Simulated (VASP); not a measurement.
# K (Cmcm) in VASP: notebook, part 2 of 2

VASP 6.6.1. The steps go on from the part before.

### Step 3. Single point, LDA

Contents of INCAR:

```
PREC     = Accurate       # precision mode
ENCUT    = 520            # plane-wave cutoff, eV
EDIFF    = 1E-6           # SCF threshold, eV
ISMEAR   = 0              # smearing method
SIGMA    = 0.05           # smearing width, eV
LREAL    = False          # projectors in reciprocal space
LASPH    = True           # aspherical terms in the spheres
NELM     = 60             # most SCF steps
ALGO     = Fast           # electronic algorithm
ISIF     = 2              # what is computed and relaxed
LWAVE    = False          # write WAVECAR
LCHARG   = False          # write CHGCAR
NBANDS   = 16             # bands
```

Contents of KPOINTS:

```
Automatic mesh
0
Gamma
  8 8 6
```

Contents of POSCAR:

```
K
1.0
    2.4379623500     -4.0476104500      0.0000000000
    2.4379623500      4.0476104500      0.0000000000
    0.0000000000      0.0000000000      7.8117980100
K
2
Direct
    0.8082600526      0.1917399474      0.2500000000
    0.1793869800      0.8206130200      0.7500000000
```

Potentials or basis: VASP PAW LDA potentials, release 64 (K_sv).

Launch:

```bash
$ cat potpaw_LDA.64/K_sv/POTCAR > POTCAR
$ mpirun -np 1 vasp_std > vasp.out
```

OUTCAR:

```text
PREC = Accurate
   ENCUT = 520
   EDIFF = 1E-6
   ISMEAR = 0
   LREAL = False
   LASPH = True
   NELM = 60
   ISIF = 2

 ion  position               nearest neighbor table
   1  0.808  0.192  0.250-
   2  0.179  0.821  0.750-

  LATTYP: Found a base centered orthorhombic cell.
 ALAT       =     4.8759247000
 B/A-ratio  =     1.6602432150
 C/A-ratio  =     1.6021162119

  Lattice vectors:

 A1 = (   2.4379623500,  -4.0476104500,   0.0000000000)
 A2 = (   2.4379623500,   4.0476104500,   0.0000000000)
 A3 = (   0.0000000000,   0.0000000000,   7.8117980100)

Analysis of symmetry for initial positions (statically):
=====================================================================
 Subroutine PRICEL returns:
 Original cell was already a primitive cell.

 Routine SETGRP: Setting up the symmetry group for a
 base centered orthorhombic supercell.

 Subroutine GETGRP returns: Found  8 space group operations
 (whereof  2 operations were pure point group operations)
 out of a pool of  8 trial point group operations.

The static configuration has the point symmetry C_1h.
 The point group associated with its full space group is D_2h.

Analysis of symmetry for dynamics (positions and initial velocities):
=====================================================================
 Subroutine PRICEL returns:
 Original cell was already a primitive cell.

 Routine SETGRP: Setting up the symmetry group for a
 base centered orthorhombic supercell.

 Subroutine GETGRP returns: Found  8 space group operations
 (whereof  2 operations were pure point group operations)
 out of a pool of  8 trial point group operations.

The dynamic configuration has the point symmetry C_1h.
 The point group associated with its full space group is D_2h.

 Subroutine INISYM returns: Found  8 space group operations
 (whereof  2 operations are pure point group operations),
 and found     1 'primitive' translations

[... 109 lines left out ...]
   ISMEAR =     0;   SIGMA  =   0.05  broadening in eV -4-tet -1-fermi 0-gaus
   EFERMI_NEDOS =   21; number of points for ismear=-14 and -15
   IALGO  =     68    algorithm
   IMIX   =      4    mixing-type and parameters
     AMIX     =   0.40;   BMIX     =  1.00
     AMIX_MAG =   1.60;   BMIX_MAG =  1.00
  volume/ion in A,a.u.               =      77.09       520.20
  Fermi-wavevector in a.u.,A,eV,Ry     =   0.800135  1.512036  8.710674  0.640216
  Thomas-Fermi vector in A             =   1.907373
   LORBIT       =      0    0 simple, 1 ext, 2 COOP (PROOUT), +10 PAW based schemes
   GGA     = CA    functional components
   LHFCALC =     F    Hartree Fock is set to
   AEXX    =    0.0000 exact exchange contribution
   IVDW    =     0    specifies the selected vdW correction
   LEPSILON=     F    determine dielectric tensor
   LRPA    =     F    only Hartree local field effects (RPA)
 non-spin polarized calculation
 RMM-DIIS sequential band-by-band and
 Gauss-broadening in eV      SIGMA  =   0.05
  energy-cutoff  :      520.00
  volume of cell :      154.17
 maximum number of plane-waves:      4171
   NGX = 17   NGY = 17   NGZ = 29

 number of electron      18.0000000 magnetization

 Free energy of the ion-electron system (eV)
  ---------------------------------------------------
  ext. energy  EPLUGINS =         0.00000000
  ---------------------------------------------------
  free energy    TOTEN  =        -2.27612156 eV

  energy without entropy =       -2.27424111  energy(sigma->0) =       -2.27518133

 E-fermi :  -0.3997     XC(G=0):  -5.7488

 val. band max:       -0.4091379778   @ k =   0.3750   0.1250   0.3333
 cond. band min:      -0.3787166876   @ k =   0.2500   0.1250   0.3333
 fundamental gap:      0.0304212901
 Fermi energy:        -0.3996777599

 k-point     1 :       0.0000    0.0000    0.0000
  band No.  band energies     occupation
      1     -32.2514      2.00000
      2     -32.2483      2.00000
      3     -15.9935      2.00000
      4     -15.9463      2.00000
      5     -15.9394      2.00000
      6     -15.9349      2.00000
[... 433 lines left out ...]
      3     -15.9819      2.00000
      4     -15.9634      2.00000
      5     -15.9596      2.00000
      6     -15.9471      2.00000
[... 8 lines left out ...]
     15       3.8540      0.00000
     16       3.9202      0.00000

 [... further k-points ...]
[... 5 lines left out ...]
  --------------------------------------------------------------------------------------
  -------------------------------------------------------------------------------------
  Total       -0.5279332     -0.5023147     -0.6634049      0.0000000      0.0000000      0.0000000
  in kB       -5.4863419     -5.2201108     -6.8941786      0.0000000      0.0000000      0.0000000
  external PRESSURE =      -5.8668771 kB  Pullay stress =       0.0000000 kB

 VOLUME and BASIS-vectors are now :
 -----------------------------------------------------------------------------
  energy-cutoff  :      520.00
  volume of cell :      154.17
      direct lattice vectors                 reciprocal lattice vectors
     2.437962350 -4.047610450  0.000000000     0.205089303 -0.123529674  0.000000000
     2.437962350  4.047610450  0.000000000     0.205089303  0.123529674  0.000000000
     0.000000000  0.000000000  7.811798010     0.000000000  0.000000000  0.128011502

 POSITION                                       TOTAL-FORCE (eV/Angst)
 -----------------------------------------------------------------------------------
      2.43796     -2.49543      1.95295         0.000000     -0.006433      0.000000
      2.43796      2.59543      5.85885         0.000000      0.006433     -0.000000
 -----------------------------------------------------------------------------------
    total drift:                                0.000000     -0.000002     -0.000000

  FREE ENERGIE OF THE ION-ELECTRON SYSTEM (eV)
  ---------------------------------------------------
  free  energy   TOTEN  =        -2.2761215550 eV

  energy  without entropy=       -2.2742411081  energy(sigma->0) =       -2.27518133
```

stdout:

```text
POSCAR found type information on POSCAR K
 POSCAR found :  1 types and       2 ions
 scaLAPACK will be used
 LDA part: xc-table for (Slater(with rela. corr.)+CA(PZ))
 , standard interpolation
 POSCAR, INCAR and KPOINTS ok, starting setup
 FFT: planning ... GRIDC
 FFT: planning ... GRID_SOFT
 FFT: planning ... GRID
 WAVECAR not read
 entering main loop
WARNING in EDDRMM: call to ZHEGV failed, returncode =   6  3     10
WARNING in EDDRMM: call to ZHEGV failed, returncode =   8  4     10
WARNING in EDDRMM: call to ZHEGV failed, returncode =   8  4     12
WARNING in EDDRMM: call to ZHEGV failed, returncode =   6  3     11
```

It took 4.1 min on 1 thread of AMD EPYC 7R43 (Zen 3), shared host; peak memory 0.27 GiB.

What came out:

```
Free energy            : -2.2761 eV
Pressure               : -0.6 GPa
Largest force          : 0.006 eV/Å
Band gap on the k mesh : zero (bands 9 and 10 overlap by 2.49 eV)
```

Forces in eV/Å, atoms in the order of the input:
```
K    0.000 -0.006  0.000
K    0.000  0.006  0.000
```

Stress tensor (GPa, compression positive):
```
-0.55  0.00  0.00
 0.00 -0.52  0.00
 0.00  0.00 -0.69
```

Levels at points of the mesh, in eV from the Fermi level:
```csv
k point,band 6,band 7,band 8,band 9,band 10,band 11,band 12,band 13
"(0.00, 0.00, 0.00)",-15.54,-15.54,-15.54,-2.10,0.26,0.58,3.73,3.95
"(0.50, 0.00, 0.00)",-15.55,-15.55,-15.54,0.07,0.22,1.69,1.97,2.13
"(0.50, 0.50, 0.00)",-15.56,-15.55,-15.54,0.15,0.39,1.62,1.88,2.48
"(0.00, 0.00, 0.50)",-15.54,-15.54,-15.54,-1.41,-1.41,2.67,2.67,3.88
"(0.50, 0.00, 0.50)",-15.55,-15.55,-15.55,0.55,0.55,0.83,0.83,2.97
"(0.50, 0.50, 0.50)",-15.55,-15.55,-15.55,0.69,0.69,0.92,0.92,3.04
```
